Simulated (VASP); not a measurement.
# Bi (R-3m) in VASP: further runs

The runs below take Bi through relaxation of shape and atoms at fixed volume, single point, with PBEsol.

Program: VASP 6.6.1. These are calculated values, not measurements. Logs are shortened: lines on timing, memory, paths and dates and some standing lists are left out, and cuts for length are marked.

## 1. The cell of the first run

The structure is trigonal, space group R-3m (No. 166). The conventional cell has a = 4.450 Å, b = 4.450 Å, c = 12.379 Å, α = 90.00°, β = 90.00°, γ = 120.00°. Bi (site symmetry 3m) has 6 Bi at 2.98 to 3.67 Å within 3.9 Å.

## 2. Relaxation of shape and atoms at fixed volume, PBEsol

INCAR

```
PREC = Accurate
ENCUT = 600
EDIFF = 1E-6
ISMEAR = 0
SIGMA = 0.05
LREAL = F
LASPH = T
NELM = 100
ALGO = Fast
ISIF = 4
LWAVE = F
LCHARG = F
GGA = PS
IBRION = 2
NSW = 60
EDIFFG = -0.02
```

KPOINTS

```
regular mesh
0
Gamma
  10 10 10
```

POSCAR

```
Bi
1.0
    2.2251431280      1.2846869839      4.1262560148
   -2.2251431280      1.2846869839      4.1262560148
    0.0000000000     -2.5693739678      4.1262560148
Bi
2
Direct
    0.2275400000      0.2275400000      0.2275400000
    0.7724600000      0.7724600000      0.7724600000
```

Potentials or basis: VASP PAW PBE potentials, release 64 (Bi_d).

Started as:

```
cat potpaw_PBE.64/Bi_d/POTCAR > POTCAR
mpirun -np 1 vasp_std > vasp.out
```

OUTCAR:

```text
PREC = Accurate
   ENCUT = 600
   EDIFF = 1E-6
   ISMEAR = 0
   LREAL = F
   LASPH = T
   NELM = 100
   ISIF = 4
   GGA = PS
   IBRION = 2
   NSW = 60
   EDIFFG = -0.02

 ion  position               nearest neighbor table
   1  0.228  0.228  0.228-   2 2.98   2 2.98   2 2.98   2 3.67   2 3.67   2 3.67
   2  0.772  0.772  0.772-   1 2.98   1 2.98   1 2.98   1 3.67   1 3.67   1 3.67

  LATTYP: Found a trigonal (rhomboedric) cell.
 ALAT       =     4.8608303083
 COS(alpha) =     0.5808929386

  Lattice vectors:

 A1 = (   2.2251431280,   1.2846869839,   4.1262560148)
 A2 = (  -2.2251431280,   1.2846869839,   4.1262560148)
 A3 = (   0.0000000000,  -2.5693739678,   4.1262560148)

Analysis of symmetry for initial positions (statically):
=====================================================================
 Subroutine PRICEL returns:
 Original cell was already a primitive cell.

 Routine SETGRP: Setting up the symmetry group for a
 trigonal (rhombohedral) supercell.

 Subroutine GETGRP returns: Found 12 space group operations
 (whereof 12 operations were pure point group operations)
 out of a pool of 12 trial point group operations.

The static configuration has the point symmetry D_3d.

Analysis of symmetry for dynamics (positions and initial velocities):
=====================================================================
 Subroutine PRICEL returns:
 Original cell was already a primitive cell.

 Routine SETGRP: Setting up the symmetry group for a
 trigonal (rhombohedral) supercell.

 Subroutine GETGRP returns: Found 12 space group operations
 (whereof 12 operations were pure point group operations)
 out of a pool of 12 trial point group operations.

The dynamic configuration has the point symmetry D_3d.

 Subroutine INISYM returns: Found 12 space group operations
 (whereof 12 operations are pure point group operations),
 and found     1 'primitive' translations

----------------------------------------------------------------------------------------

                                     Primitive cell

  volume of cell :      70.7722

  direct lattice vectors                    reciprocal lattice vectors
     2.225143128  1.284686984  4.126256015     0.224704647  0.129733288  0.080783483
    -2.225143128  1.284686984  4.126256015    -0.224704647  0.129733288  0.080783483
     0.000000000 -2.569373968  4.126256015     0.000000000 -0.259466576  0.080783483

  length of vectors
     4.860830308  4.860830308  4.860830308     0.271751496  0.271751496  0.271751496

  position of ions in fractional coordinates (direct lattice)
     0.227540000  0.227540000  0.227540000
     0.772460000  0.772460000  0.772460000

  ion indices of the primitive-cell ions
   primitive index   ion index
                 1           1
                 2           2

----------------------------------------------------------------------------------------

 KPOINTS: regular mesh

Automatic generation of k-mesh.
 Grid dimensions read from file:
 generate k-points for:   10   10   10

 Generating k-lattice:

  Cartesian coordinates                     Fractional coordinates (reciprocal lattice)
     0.022470465  0.012973329  0.008078348     0.100000000  0.000000000  0.000000000
    -0.022470465  0.012973329  0.008078348     0.000000000  0.100000000  0.000000000
     0.000000000 -0.025946658  0.008078348     0.000000000  0.000000000  0.100000000

  Length of vectors
     0.027175150  0.027175150  0.027175150

  Shift w.r.t. Gamma in fractional coordinates (k-lattice)
     0.000000000  0.000000000  0.000000000

 Subroutine IBZKPT returns following result:
 ===========================================

 Found    116 irreducible k-points:

 Following reciprocal coordinates:
            Coordinates               Weight
  0.000000  0.000000  0.000000      1.000000
  0.100000  0.000000  0.000000      6.000000
  0.200000  0.000000  0.000000      6.000000
  0.300000  0.000000  0.000000      6.000000
  0.400000 -0.000000  0.000000      6.000000
  0.500000 -0.000000  0.000000      3.000000
[... 16 lines left out ...]
  0.300000  0.300000  0.000000      6.000000
  0.400000  0.300000  0.000000     12.000000
 [... further k-points ...]
   k-points           NKPTS =    116   k-points in BZ     NKDIM =    116   number of bands    NBANDS=     19
   number of dos      NEDOS =    301   number of ions     NIONS =      2
   total plane-waves  NPLWV =  64000
   dimension x,y,z NGX =    40 NGY =   40 NGZ =   40
   dimension x,y,z NGXF=    80 NGYF=   80 NGZF=   80
   ions per type =               2
   NGX,Y,Z   is equivalent  to a cutoff of  13.68, 13.68, 13.68 a.u.
   NGXF,Y,Z  is equivalent  to a cutoff of  27.36, 27.36, 27.36 a.u.
 SYSTEM =  unknown system
   PREC   = accura    normal or accurate (medium, high low for compatibility)
   ISTART =      0    job   : 0-new  1-cont  2-samecut
   ICHARG =      2    charge: 1-file 2-atom 10-const
   ISPIN  =      1    spin polarized calculation?
   LNONCOLLINEAR =      F non collinear calculations
   LSORBIT =      F    spin-orbit coupling
   LASPH  =      T    aspherical Exc in radial PAW
   ENCUT  =  600.0 eV  44.10 Ry    6.64 a.u.   9.71  9.71  9.71*2*pi/ulx,y,z
   NELM   =    100;   NELMIN=  2; NELMDL= -5     # of ELM steps
   EDIFF  = 0.1E-05   stopping-criterion for ELM
   LREAL  =      F    real-space projection
   EDIFFG = -.2E-01   stopping-criterion for IOM
   NSW    =     60    number of steps for IOM
   IBRION =      2    ionic relax: 0-MD 1-quasi-New 2-CG
   NFREE  =      1    steps in history (QN), initial steepest desc. (CG)
   ISIF   =      4    stress and relaxation
   ISYM   =      2    0-nonsym 1-usesym 2-fastsym
   POTIM  = 0.5000    time-step for ionic-motion
   TEBEG  =    0.0;   TEEND  =   0.0 temperature during run
   PSTRESS=    0.0 pullay stress
   NELECT =      30.0000    total number of electrons
   NUPDOWN=      -1.0000    fix difference up-down
   EMIN   =  10.00;   EMAX   =-10.00  energy-range for DOS
   EFERMI =   0.00;   METHOD = LEGACY
   ISMEAR =     0;   SIGMA  =   0.05  broadening in eV -4-tet -1-fermi 0-gaus
   EFERMI_NEDOS =   21; number of points for ismear=-14 and -15
   IALGO  =     68    algorithm
   IMIX   =      4    mixing-type and parameters
     AMIX     =   0.40;   BMIX     =  1.00
     AMIX_MAG =   1.60;   BMIX_MAG =  1.00
  volume/ion in A,a.u.               =      35.39       238.80
  Fermi-wavevector in a.u.,A,eV,Ry     =   1.229781  2.323949 20.576916  1.512361
  Thomas-Fermi vector in A             =   2.364655
   LORBIT       =      0    0 simple, 1 ext, 2 COOP (PROOUT), +10 PAW based schemes
   GGA     = PS    functional components
   LHFCALC =     F    Hartree Fock is set to
   AEXX    =    0.0000 exact exchange contribution
   IVDW    =     0    specifies the selected vdW correction
   LEPSILON=     F    determine dielectric tensor
   LRPA    =     F    only Hartree local field effects (RPA)
 conjugate gradient relaxation of ions
 non-spin polarized calculation
 RMM-DIIS sequential band-by-band and
 Gauss-broadening in eV      SIGMA  =   0.05
  energy-cutoff  :      600.00
  volume of cell :       70.77
 maximum number of plane-waves:      2386
   NGX = 19   NGY = 19   NGZ = 19

--------------------------------------- Ionic step        1  -------------------------------------------

 number of electron      30.0000000 magnetization

 Free energy of the ion-electron system (eV)
  ---------------------------------------------------
  ext. energy  EPLUGINS =         0.00000000
  ---------------------------------------------------
  free energy    TOTEN  =        -8.52339308 eV

  energy without entropy =       -8.52302008  energy(sigma->0) =       -8.52320658

------------------------ aborting loop because EDIFF is reached ----------------------------------------

  FORCE on cell =-STRESS in cart. coord.  units (eV):
  Direction    XX          YY          ZZ          XY          YZ          ZX
  --------------------------------------------------------------------------------------
  -------------------------------------------------------------------------------------
  Total        0.9632835      0.9632835      0.4675644      0.0000000     -0.0000000      0.0000000
  in kB       21.8073054     21.8073054     10.5849635      0.0000000     -0.0000000      0.0000000
  external PRESSURE =      18.0665248 kB  Pullay stress =       0.0000000 kB
[... 237 lines left out ...]
  energy  without entropy=       -8.6032197338  energy(sigma->0) =       -8.60331821

--------------------------------------- Ionic step        8  -------------------------------------------

 number of electron      30.0000002 magnetization

 Free energy of the ion-electron system (eV)
  ---------------------------------------------------
  ext. energy  EPLUGINS =         0.00000000
  ---------------------------------------------------
  free energy    TOTEN  =        -8.60354250 eV

  energy without entropy =       -8.60334395  energy(sigma->0) =       -8.60344322

 E-fermi :   6.0435     XC(G=0):  -9.6768

 val. band max:        6.0424849475   @ k =  -0.4000   0.5000   0.4000
 cond. band min:       6.1314815434   @ k =   0.4000   0.1000   0.1000
 fundamental gap:      0.0889965959
 Fermi energy:         6.0435357001

 k-point     1 :       0.0000    0.0000    0.0000
  band No.  band energies     occupation
      1     -16.7410      2.00000
      2     -16.7410      2.00000
      3     -16.5923      2.00000
      4     -16.5923      2.00000
      5     -16.5799      2.00000
      6     -16.4128      2.00000
[... 11 lines left out ...]
     18       9.0605      0.00000
     19      11.6595      0.00000
[... 489 lines left out ...]
      3     -16.5928      2.00000
      4     -16.5269      2.00000
      5     -16.5107      2.00000
      6     -16.4758      2.00000
[... 11 lines left out ...]
     18      10.2311      0.00000
     19      10.7776      0.00000

 [... further k-points ...]

------------------------ aborting loop because EDIFF is reached ----------------------------------------

  FORCE on cell =-STRESS in cart. coord.  units (eV):
  Direction    XX          YY          ZZ          XY          YZ          ZX
  --------------------------------------------------------------------------------------
  -------------------------------------------------------------------------------------
  Total       -0.4138386     -0.4138386     -0.4252915      0.0000000      0.0000000      0.0000000
  in kB       -9.3686901     -9.3686901     -9.6279671      0.0000000      0.0000000      0.0000000
  external PRESSURE =      -9.4551158 kB  Pullay stress =       0.0000000 kB
[... 17 lines left out ...]
  FREE ENERGIE OF THE ION-ELECTRON SYSTEM (eV)
  ---------------------------------------------------
  free  energy   TOTEN  =        -8.6035424999 eV

  energy  without entropy=       -8.6033439465  energy(sigma->0) =       -8.60344322

 reached required accuracy - stopping structural energy minimisation
```

Run time: 8.7 min. Hardware: 1 thread of Intel Xeon 6975P-C (Granite Rapids), shared host; peak memory 0.35 GiB.

What came out:

```yaml
Free_energy: -8.6035 eV
Energy_gained_by_relaxing: 40.1 meV/atom
Ionic_steps: 8
Pressure_after_relaxing: -0.9 GPa
Largest_force_after_relaxing: 0.014 eV/Å
Band_gap_on_the_k_mesh: zero (bands 15 and 16 overlap by 0.22 eV)
```

Forces in eV/Å, atoms in the order of the input:
```
Bi   0.000  0.000  0.014
Bi   0.000  0.000 -0.014
```

Step by step:
```csv
step,energy change (eV),largest force (eV/Å),pressure (GPa),volume (Å³)
1,0.0000,0.8297,1.81,70.77
2,-0.0522,0.3957,0.52,70.77
3,-0.0736,0.0387,-0.70,70.77
4,-0.0777,0.0059,-0.77,70.77
5,-0.0799,0.0252,-0.85,70.77
6,-0.0800,0.0357,-0.88,70.77
7,-0.0800,0.0310,-0.87,70.77
8,-0.0801,0.0143,-0.95,70.77
```

Final structure:
```
Bi
1.0
     2.27402    1.31290    3.95080
    -2.27402    1.31290    3.95080
     0.00000   -2.62581    3.95080
Bi
2
Direct
  0.23496 0.23496 0.23496
  0.76504 0.76504 0.76504
```

Levels at points of the mesh, in eV from the Fermi level:
```tsv
k point	band 11	band 12	band 13	band 14	band 15	band 16	band 17	band 18	band 19
(0.00, 0.00, 0.00)	-13.00	-7.45	-1.43	-1.13	-1.13	2.61	3.02	3.02	5.62
(0.50, 0.00, 0.00)	-11.08	-10.47	-1.23	-1.05	-0.23	-0.22	0.52	1.01	7.52
(0.50, 0.50, 0.00)	-11.19	-9.40	-4.63	-2.97	-2.82	2.43	4.96	5.41	6.78
(0.50, 0.50, 0.50)	-11.74	-9.92	-0.86	-0.50	-0.50	0.71	0.71	0.73	7.05
```

Caveat: the PAW data sets were made with another functional, which shifts forces and pressure a little; spin-orbit coupling is left out, which moves the levels of the heavy elements.

## 3. Single point, PBEsol, non-collinear spin, zero start, spin-orbit coupling (33.97 Å³/atom)

This run uses another cell than the first one, of 33.97 Å³/atom.

INCAR

```
SYSTEM = Bi
ALGO     = Normal         ! electronic algorithm
EDIFF    = 1E-6           ! SCF threshold, eV
ENCUT    = 520            ! plane-wave cutoff, eV
GGA      = PS             ! functional
GGA_COMPAT= .False.      
ISIF     = 2              ! what is computed and relaxed
ISMEAR   = 0              ! smearing method
LASPH    = .True.         ! aspherical terms in the spheres
LCHARG   = .True.         ! write CHGCAR
LNONCOLLINEAR= .True.         ! non-collinear magnetism
LORBIT   = 11             ! projections on sites
LORBMOM  = .True.       
LREAL    = .False.        ! projectors in reciprocal space
LSORBIT  = .True.         ! spin-orbit coupling
LVHAR    = .True.       
LWAVE    = .False.        ! write WAVECAR
MAGMOM   = 0 0 0 0 0 0    ! initial moments
NBANDS   = 42             ! bands
NELM     = 150            ! most SCF steps
PREC     = Accurate       ! precision mode
SIGMA    = 0.05           ! smearing width, eV
```

KPOINTS

```
k-points
0
Gamma
  6 6 6
  0 0 0
```

POSCAR

```
Bi
1.0
    2.2451776794      1.2962539376      3.8908265807
   -2.2451776794      1.2962539376      3.8908265807
    0.0000000000     -2.5925078752      3.8908265807
Bi
2
Direct
    0.2351433769      0.2351433769      0.2351433769
    0.7648566231      0.7648566231      0.7648566231
```

Potentials or basis: VASP PAW PBE potentials, release 64 (Bi_d).

Started as:

```
cat potpaw_PBE.64/Bi_d/POTCAR > POTCAR
mpirun -np 1 vasp_ncl > vasp.out
```

Run time: 92 s. Hardware: 1 thread of Intel Xeon 6975P-C (Granite Rapids), shared host; peak memory 0.43 GiB.

Results (log left out):

| Item | Value |
| --- | --- |
| Free energy | -10.2074 eV |
| Pressure | 1.8 GPa |
| Largest force | 0.059 eV/Å |
| Net moment | 0.00 μB per cell |
| Valence electrons inside the program's atomic spheres | Bi 12.82 |

Forces in eV/Å, atoms in the order of the input:
```
Bi   0.000  0.000  0.059
Bi   0.000  0.000 -0.059
```

Stress tensor (GPa, compression positive):
```
1.98 0.00 0.00
0.00 1.98 0.00
0.00 0.00 1.58
```

Moments on the atoms (μB; x, y, z):
```
Bi  0.00 0.00 0.00
Bi  0.00 0.00 0.00
```

Caveat: the PAW data sets were made with another functional, which shifts forces and pressure a little.

## 4. Single point, PBEsol, non-collinear spin, zero start, spin-orbit coupling

This run uses another cell than the first one, of the same volume but with other edges.

INCAR

```
PREC = Accurate
ENCUT = 520
EDIFF = 1E-7
ISMEAR = 0
SIGMA = 0.05
LREAL = F
LASPH = T
NELM = 150
ALGO = Normal
ISIF = 2
LWAVE = F
LCHARG = F
LNONCOLLINEAR = T
MAGMOM = 0 0 0 0 0 0
LORBIT = 11
LSORBIT = T
GGA_COMPAT = F
LORBMOM = T
GGA = PS
NBANDS = 42
```

KPOINTS

```
Automatic mesh
0
Gamma
  6 6 6
```

POSCAR

```
Bi
1.0
    2.2759373604      1.3140130477      3.9441321989
   -2.2759373604      1.3140130477      3.9441321989
    0.0000000000     -2.6280260953      3.9441321989
Bi
2
Direct
    0.2351433769      0.2351433769      0.2351433769
    0.7648566231      0.7648566231      0.7648566231
```

Started as:

```
cat potpaw_PBE.64/Bi_d/POTCAR > POTCAR
mpirun -np 1 vasp_ncl > vasp.out
```

Run time: 1.7 min. Hardware: 1 thread of Intel Xeon 6975P-C (Granite Rapids), shared host; peak memory 0.43 GiB.

Results (log left out):

```
Free energy                                           : -10.2234 eV
Pressure                                              : -0.1 GPa
Largest force                                         : 0.102 eV/Å
Net moment                                            : 0.00 μB per cell
Valence electrons inside the program's atomic spheres : Bi 12.79
```

Forces in eV/Å, atoms in the order of the input:
```
Bi   0.000  0.000 -0.102
Bi   0.000  0.000  0.102
```

Stress tensor (GPa, compression positive):
```
-0.07  0.00  0.00
 0.00 -0.07  0.00
 0.00  0.00 -0.21
```

Moments on the atoms (μB; x, y, z):
```
Bi  0.00 0.00 0.00
Bi  0.00 0.00 0.00
```

Caveat: the PAW data sets were made with another functional, which shifts forces and pressure a little.

## 5. Summary

| task | spin | cell | k mesh | cutoff (eV) | pressure (GPa) | moment (μB) | largest force (eV/Å) |
| --- | --- | --- | --- | --- | --- | --- | --- |
| relaxation of shape and atoms at fixed volume | off | relaxed from a = 4.861 Å, angles 54.5°, 2 atoms, atomic positions A | 10 × 10 × 10 | 600 | -0.9 | - | 0.01 |
| single point | non-collinear, zero start, SOC | a = 4.675 Å, angles 57.4°, 2 atoms, atomic positions B | 6 × 6 × 6 | 520 | 1.8 | 0.00 | 0.06 |
| single point | non-collinear, zero start, SOC | a = 4.739 Å, angles 57.4°, 2 atoms, atomic positions B | 6 × 6 × 6 | 520 | -0.1 | 0.00 | 0.10 |

Alike in all rows: level PBEsol; potentials or basis VASP PAW PBE potentials, release 64 (Bi_d); smearing gaussian 0.05 eV.

Caveats: the PAW data sets were made with another functional, which shifts forces and pressure a little; spin-orbit coupling is left out, which moves the levels of the heavy elements (at least some runs).

Total energies depend on the potentials used, so only differences within one code and one set of settings carry meaning.

The gap in the log of VASP goes by the Fermi energy; the results here count the filled bands.